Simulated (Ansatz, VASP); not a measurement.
## One calculation of Sc7As, two programs

The input INCAR:

```
ALGO = Normal ; EDIFF = 1E-7
EDIFFG = -0.08 ; ENCUT = 600
GGA = PE ; IBRION = 2
ISIF = 3 ; ISMEAR = 0
LASPH = True ; LCHARG = False
LREAL = False ; LWAVE = False
NELM = 100 ; NSW = 36
PREC = Accurate ; SIGMA = 0.2
```

The input KPOINTS:

```
k-points
0
Gamma
  6 6 1
```

The input POSCAR:

```
Sc7As
1.0
    3.3000000000      0.0000000000      0.0000000000
   -1.6500000000      2.8578838300      0.0000000000
    0.0000000000      0.0000000000     19.0000000000
Sc As
7 1
Direct
    0.0000000000      0.0000000000      0.3630000000
    0.6666666700      0.3333333300      0.5000000000
    0.0000000000      0.0000000000      0.6370000000
    0.6666666700      0.3333333300      0.7740000000
    0.0000000000      0.0000000000      0.9110000000
    0.0000000000      0.0000000000      0.0890000000
    0.6666666700      0.3333333300      0.2260000000
    0.3333333300      0.6666666700      0.0000000000
```

Input for Ansatz:

```yaml
crystal:
  lattice:
    - [3.3, 0.0, 0.0]
    - [-1.65, 2.85788383, 0.0]
    - [0.0, 0.0, 19.0]
  atoms:
    - { symbol: Sc, position: [0.0, 0.0, 0.363] }
    - { symbol: Sc, position: [0.66666667, 0.33333333, 0.5] }
    - { symbol: Sc, position: [0.0, 0.0, 0.637] }
    - { symbol: Sc, position: [0.66666667, 0.33333333, 0.774] }
    - { symbol: Sc, position: [0.0, 0.0, 0.911] }
    - { symbol: Sc, position: [0.0, 0.0, 0.089] }
    - { symbol: Sc, position: [0.66666667, 0.33333333, 0.226] }
    - { symbol: As, position: [0.33333333, 0.66666667, 0.0] }
basis:
  ecutwfc: 420
kpoints:
  mp_grid: { grid: [6, 6, 1] }
hamiltonian:
  xc: pbe
scf:
  occupations: { method: gaussian, width: 0.2 }
  lower_state_search: "off"
output:
  forces: true
  stress: true
  eigenvalues: true
relax:
  adjacent_minimum: "off"
  f_tol: 0.08
  max_steps: 16
  cell: { stress_tol: 0.8 }
```

Alike in both runs: task relaxation of cell and atoms; functional PBE; k mesh 6 × 6 × 1; occupations gaussian, width 0.2 eV; no spin polarisation.

|  | VASP | Ansatz |
| --- | --- | --- |
| version | VASP 6.6.1 | Ansatz 0.2.0 |
| potentials or method | VASP PAW PBE potentials, release 64 (Sc_sv, As), cutoff 600 eV | scalar-relativistic, plane waves, PAW |
| valence electrons in the cell | 82 | 92 |

```csv
,VASP,Ansatz,Ansatz less VASP
"gap on the k mesh at the Fermi level, each at its own relaxed structure (eV)",none,none,-
relaxed volume (Å³/atom),23.94,23.97,+0.034
relaxed length of the cell vector where the two differ most in proportion (Å),19.363,19.432,+0.0697
```

A gap of «none» marks a metal or a gap that the smearing closes. VASP's potentials hold 82 valence electrons a cell and Ansatz's 92, so a difference there can come from the potentials and not from the codes.

The k mesh is coarse, so the values compare programs but aren't converged.
